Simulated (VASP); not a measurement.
# ZrGe2Pd3 (P6/mmm) in VASP: further runs

ZrGe2Pd3 is run at these levels: PBE; tasks: single point.

All numbers are computed with VASP 6.6.1; they aren't measurements. Logs are shortened: lines on timing, memory, paths and dates and some standing lists are left out, and cuts for length are marked.

## Step 1: The cell of the first run

It takes space group P6/mmm (No. 191, hexagonal). Conventional cell: a = 4.473 Å, b = 4.473 Å, c = 9.933 Å, α = 90.00°, β = 90.00°, γ = 120.00°. Zr (site symmetry 6/mmm) has 2 Pd at 2.32 Å within 3.1 Å. Within 3.4 Å of Ge (site symmetry -6m2) lie 3 Pd at 2.58 Å and 3 Ge at 2.58 Å. Pd (site symmetry 6mm) has 1 Zr at 2.32 Å and 1 Pd at 2.65 Å within 3.1 Å. Within 3.4 Å of Pd (site symmetry 6/mmm) lie 6 Ge at 2.58 Å and 2 Pd at 2.65 Å.

The cell was generated, and may not be a known phase.

## Step 2: Single point, PBE

INCAR reads:

```
SYSTEM = ZrGe2Pd3
  PREC = Accurate
  ENCUT = 630
  EDIFF = 1E-6
  ISMEAR = 0
  SIGMA = 0.2
  LREAL = .False.
  LASPH = .True.
  NELM = 120
  ALGO = Normal
  ISIF = 2
  LWAVE = .False.
  LCHARG = .False.
  GGA = PE
  NBANDS = 56
  GGA_COMPAT = .False.
```

KPOINTS reads:

```
regular mesh
0
Gamma
  5 5 2
  0 0 0
```

POSCAR reads:

```
ZrGe2Pd3
1.0
    4.4733483773      0.0000000000      0.0000000000
   -2.2366741886      3.8740333347      0.0000000000
    0.0000000000      0.0000000000      9.9331760061
Zr Ge Pd
1 2 3
Direct
    0.0000000000      0.0000000000      0.5000000000
    0.3333333333      0.6666666667      0.0000000000
    0.6666666667      0.3333333333      0.0000000000
    0.0000000000      0.0000000000      0.7333862686
    0.0000000000      0.0000000000      0.2666137314
    0.0000000000      0.0000000000      0.0000000000
```

Potentials or basis: VASP PAW PBE potentials, release 64 (Zr_sv, Ge_d, Pd_sv_GW).

Run with:

```bash
$ cat potpaw_PBE.64/Zr_sv/POTCAR potpaw_PBE.64/Ge_d/POTCAR potpaw_PBE.64/Pd_sv_GW/POTCAR > POTCAR
$ mpirun -np 1 vasp_std > vasp.out
```

OUTCAR:

```text
SYSTEM = ZrGe2Pd3
   PREC = Accurate
   ENCUT = 630
   EDIFF = 1E-6
   ISMEAR = 0
   LREAL = .False.
   LASPH = .True.
   NELM = 120
   ISIF = 2
   GGA = PE

 ion  position               nearest neighbor table
   1  0.000  0.000  0.500-   4 2.32   5 2.32
   2  0.333  0.667  0.000-   6 2.58   3 2.58   3 2.58   6 2.58   6 2.58   3 2.58
   3  0.667  0.333  0.000-   6 2.58   2 2.58   2 2.58   6 2.58   6 2.58   2 2.58
   4  0.000  0.000  0.733-   1 2.32   6 2.65
   5  0.000  0.000  0.267-   1 2.32   6 2.65
   6  0.000  0.000  0.000-   2 2.58   3 2.58   2 2.58   3 2.58   3 2.58   2 2.58   4 2.65   5 2.65

  LATTYP: Found a hexagonal cell.
 ALAT       =     4.4733483773
 C/A-ratio  =     2.2205236812

  Lattice vectors:

 A1 = (   4.4733483773,   0.0000000000,   0.0000000000)
 A2 = (  -2.2366741886,   3.8740333347,   0.0000000000)
 A3 = (   0.0000000000,   0.0000000000,   9.9331760061)

Analysis of symmetry for initial positions (statically):
=====================================================================
 Subroutine PRICEL returns:
 Original cell was already a primitive cell.

 Routine SETGRP: Setting up the symmetry group for a
 hexagonal supercell.

 Subroutine GETGRP returns: Found 24 space group operations
 (whereof 24 operations were pure point group operations)
 out of a pool of 24 trial point group operations.

The static configuration has the point symmetry D_6h.

Analysis of symmetry for dynamics (positions and initial velocities):
=====================================================================
 Subroutine PRICEL returns:
 Original cell was already a primitive cell.

 Routine SETGRP: Setting up the symmetry group for a
 hexagonal supercell.

 Subroutine GETGRP returns: Found 24 space group operations
 (whereof 24 operations were pure point group operations)
 out of a pool of 24 trial point group operations.

The dynamic configuration has the point symmetry D_6h.

 Subroutine INISYM returns: Found 24 space group operations
 (whereof 24 operations are pure point group operations),
 and found     1 'primitive' translations

----------------------------------------------------------------------------------------

                                     Primitive cell

  volume of cell :     172.1410

  direct lattice vectors                    reciprocal lattice vectors
     4.473348377  0.000000000  0.000000000     0.223546193  0.129064455  0.000000000
    -2.236674189  3.874033335  0.000000000     0.000000000  0.258128909  0.000000000
     0.000000000  0.000000000  9.933176006     0.000000000  0.000000000  0.100672735

  length of vectors
     4.473348377  4.473348377  9.933176006     0.258128909  0.258128909  0.100672735

  position of ions in fractional coordinates (direct lattice)
     0.000000000  0.000000000  0.500000000
     0.333333333  0.666666667  0.000000000
     0.666666667  0.333333333  0.000000000
     0.000000000  0.000000000  0.733386269
     0.000000000  0.000000000  0.266613731
     0.000000000  0.000000000  0.000000000

  ion indices of the primitive-cell ions
   primitive index   ion index
                 1           1
                 2           2
                 3           3
                 4           4
                 5           5
                 6           6

----------------------------------------------------------------------------------------

 KPOINTS: regular mesh

Automatic generation of k-mesh.
 Grid dimensions read from file:
 generate k-points for:    5    5    2

 Generating k-lattice:

  Cartesian coordinates                     Fractional coordinates (reciprocal lattice)
     0.044709239  0.025812891  0.000000000     0.200000000  0.000000000  0.000000000
     0.000000000  0.051625782  0.000000000     0.000000000  0.200000000  0.000000000
     0.000000000  0.000000000  0.050336368     0.000000000  0.000000000  0.500000000

  Length of vectors
     0.051625782  0.051625782  0.050336368

  Shift w.r.t. Gamma in fractional coordinates (k-lattice)
     0.000000000  0.000000000  0.000000000

 Subroutine IBZKPT returns following result:
 ===========================================

 Found     10 irreducible k-points:

 Following reciprocal coordinates:
            Coordinates               Weight
  0.000000  0.000000  0.000000      1.000000
  0.200000  0.000000  0.000000      6.000000
  0.400000 -0.000000  0.000000      6.000000
  0.200000  0.200000  0.000000      6.000000
  0.400000  0.200000  0.000000      6.000000
  0.000000  0.000000  0.500000      1.000000
  0.200000  0.000000  0.500000      6.000000
  0.400000 -0.000000  0.500000      6.000000
  0.200000  0.200000  0.500000      6.000000
  0.400000  0.200000  0.500000      6.000000
   k-points           NKPTS =     10   k-points in BZ     NKDIM =     10   number of bands    NBANDS=     56
   number of dos      NEDOS =    301   number of ions     NIONS =      6
   total plane-waves  NPLWV = 134400
   dimension x,y,z NGX =    40 NGY =   40 NGZ =   84
   dimension x,y,z NGXF=    80 NGYF=   80 NGZF=  168
   ions per type =               1   2   3
   NGX,Y,Z   is equivalent  to a cutoff of  14.87, 14.87, 14.06 a.u.
   NGXF,Y,Z  is equivalent  to a cutoff of  29.73, 29.73, 28.12 a.u.
 SYSTEM =  ZrGe2Pd3
   PREC   = accura    normal or accurate (medium, high low for compatibility)
   ISTART =      0    job   : 0-new  1-cont  2-samecut
   ICHARG =      2    charge: 1-file 2-atom 10-const
   ISPIN  =      1    spin polarized calculation?
   LNONCOLLINEAR =      F non collinear calculations
   LSORBIT =      F    spin-orbit coupling
   LASPH  =      T    aspherical Exc in radial PAW
   ENCUT  =  630.0 eV  46.30 Ry    6.80 a.u.   9.16  9.16 20.33*2*pi/ulx,y,z
   NELM   =    120;   NELMIN=  2; NELMDL= -5     # of ELM steps
   EDIFF  = 0.1E-05   stopping-criterion for ELM
   LREAL  =      F    real-space projection
   EDIFFG = 0.1E-04   stopping-criterion for IOM
   NSW    =      0    number of steps for IOM
   IBRION =     -1    ionic relax: 0-MD 1-quasi-New 2-CG
   NFREE  =      0    steps in history (QN), initial steepest desc. (CG)
   ISIF   =      2    stress and relaxation
   ISYM   =      2    0-nonsym 1-usesym 2-fastsym
   POTIM  = 0.5000    time-step for ionic-motion
   TEBEG  =    0.0;   TEEND  =   0.0 temperature during run
   PSTRESS=    0.0 pullay stress
   NELECT =      94.0000    total number of electrons
   NUPDOWN=      -1.0000    fix difference up-down
   EMIN   =  10.00;   EMAX   =-10.00  energy-range for DOS
   EFERMI =   0.00;   METHOD = LEGACY
   ISMEAR =     0;   SIGMA  =   0.20  broadening in eV -4-tet -1-fermi 0-gaus
   EFERMI_NEDOS =   21; number of points for ismear=-14 and -15
   IALGO  =     38    algorithm
   IMIX   =      4    mixing-type and parameters
     AMIX     =   0.40;   BMIX     =  1.00
     AMIX_MAG =   1.60;   BMIX_MAG =  1.00
  volume/ion in A,a.u.               =      28.69       193.61
  Fermi-wavevector in a.u.,A,eV,Ry     =   1.338102  2.528647 24.361480  1.790518
  Thomas-Fermi vector in A             =   2.466599
   LORBIT       =      0    0 simple, 1 ext, 2 COOP (PROOUT), +10 PAW based schemes
   GGA     = PE    functional components
   LHFCALC =     F    Hartree Fock is set to
   AEXX    =    0.0000 exact exchange contribution
   IVDW    =     0    specifies the selected vdW correction
   LEPSILON=     F    determine dielectric tensor
   LRPA    =     F    only Hartree local field effects (RPA)
 non-spin polarized calculation
 Gauss-broadening in eV      SIGMA  =   0.20
  energy-cutoff  :      630.00
  volume of cell :      172.14
 maximum number of plane-waves:      6194
 NGX is ok and might be reduce to    40
   NGX = 19   NGY = 19   NGZ = 41

 number of electron      93.9999990 magnetization

 Free energy of the ion-electron system (eV)
  ---------------------------------------------------
  ext. energy  EPLUGINS =         0.00000000
  ---------------------------------------------------
  free energy    TOTEN  =       -24.03224841 eV

  energy without entropy =      -23.91213323  energy(sigma->0) =      -23.97219082

 E-fermi :   3.8295     XC(G=0):  -9.2147

 val. band max:        3.7924895723   @ k =   0.4000  -0.0000   0.0000
 cond. band min:       3.8326032433   @ k =   0.2000   0.0000   0.5000
 fundamental gap:      0.0401136710
 Fermi energy:         3.8295293014

 k-point     1 :       0.0000    0.0000    0.0000
  band No.  band energies     occupation
      1     -81.4313      2.00000
      2     -80.7769      2.00000
      3     -80.7767      2.00000
      4     -47.2515      2.00000
      5     -47.2481      2.00000
      6     -47.2481      2.00000
[... 48 lines left out ...]
     55       5.3966      0.00000
     56       6.9704      0.00000

 k-point     2 :       0.2000    0.0000    0.0000
  band No.  band energies     occupation
      1     -81.4313      2.00000
      2     -80.7769      2.00000
      3     -80.7767      2.00000
      4     -47.2514      2.00000
      5     -47.2484      2.00000
      6     -47.2482      2.00000
[... 48 lines left out ...]
     55       6.4382      0.00000
     56       7.4910      0.00000

 k-point     3 :       0.4000   -0.0000    0.0000
  band No.  band energies     occupation
      1     -81.4313      2.00000
      2     -80.7769      2.00000
      3     -80.7767      2.00000
      4     -47.2512      2.00000
      5     -47.2490      2.00000
      6     -47.2482      2.00000
[... 346 lines left out ...]
 k-point     9 :       0.2000    0.2000    0.5000
  band No.  band energies     occupation
      1     -81.4313      2.00000
      2     -80.7769      2.00000
      3     -80.7767      2.00000
      4     -47.2867      2.00000
      5     -47.2488      2.00000
      6     -47.2483      2.00000
[... 48 lines left out ...]
     55       6.2170      0.00000
     56       6.7125      0.00000

 k-point    10 :       0.4000    0.2000    0.5000
  band No.  band energies     occupation
      1     -81.4313      2.00000
      2     -80.7769      2.00000
      3     -80.7767      2.00000
      4     -47.2866      2.00000
      5     -47.2489      2.00000
      6     -47.2484      2.00000
[... 48 lines left out ...]
     55       5.9453      0.00000
     56       6.0336      0.00000

------------------------ aborting loop because EDIFF is reached ----------------------------------------

  FORCE on cell =-STRESS in cart. coord.  units (eV):
  Direction    XX          YY          ZZ          XY          YZ          ZX
  --------------------------------------------------------------------------------------
  -------------------------------------------------------------------------------------
  Total        0.2092636      0.2092636      0.0727740      0.0000000      0.0000000      0.0000000
  in kB        1.9476911      1.9476911      0.6773340      0.0000000      0.0000000      0.0000000
  external PRESSURE =       1.5242387 kB  Pullay stress =       0.0000000 kB

 VOLUME and BASIS-vectors are now :
 -----------------------------------------------------------------------------
  energy-cutoff  :      630.00
  volume of cell :      172.14
      direct lattice vectors                 reciprocal lattice vectors
     4.473348377  0.000000000  0.000000000     0.223546193  0.129064455  0.000000000
    -2.236674189  3.874033335  0.000000000     0.000000000  0.258128909  0.000000000
     0.000000000  0.000000000  9.933176006     0.000000000  0.000000000  0.100672735

 POSITION                                       TOTAL-FORCE (eV/Angst)
 -----------------------------------------------------------------------------------
      0.00000      0.00000      4.96659        -0.000000      0.000000      0.000000
     -0.00000      2.58269      0.00000        -0.000000     -0.000000     -0.000000
      2.23667      1.29134      0.00000         0.000000      0.000000      0.000000
      0.00000      0.00000      7.28485         0.000000      0.000000      0.019212
      0.00000      0.00000      2.64832        -0.000000     -0.000000     -0.019212
      0.00000      0.00000      0.00000        -0.000000      0.000000      0.000000
 -----------------------------------------------------------------------------------
    total drift:                                0.000000     -0.000000      0.000000

  FREE ENERGIE OF THE ION-ELECTRON SYSTEM (eV)
  ---------------------------------------------------
  free  energy   TOTEN  =       -24.0322484144 eV

  energy  without entropy=      -23.9121332298  energy(sigma->0) =      -23.97219082
```

Run time: 4.1 min. Hardware: 1 thread of Intel Xeon Platinum 8259CL at 2.50GHz (Skylake/Cascade Lake), shared host; peak memory 0.41 GiB.

Results:

```
Free energy            : -24.0322 eV
Pressure               : 0.2 GPa
Largest force          : 0.019 eV/Å
Band gap on the k mesh : zero (bands 47 and 48 overlap by 0.39 eV)
```

Forces on the atoms (eV/Å):
```
Zr   0.000  0.000  0.000
Ge   0.000  0.000  0.000
Ge   0.000  0.000  0.000
Pd   0.000  0.000  0.019
Pd   0.000  0.000 -0.019
Pd   0.000  0.000  0.000
```

Stress tensor (GPa, compression positive):
```
0.19 0.00 0.00
0.00 0.19 0.00
0.00 0.00 0.07
```

[end of part 1 of 2]

The gap in the log of VASP goes by the Fermi energy; the results here count the filled bands.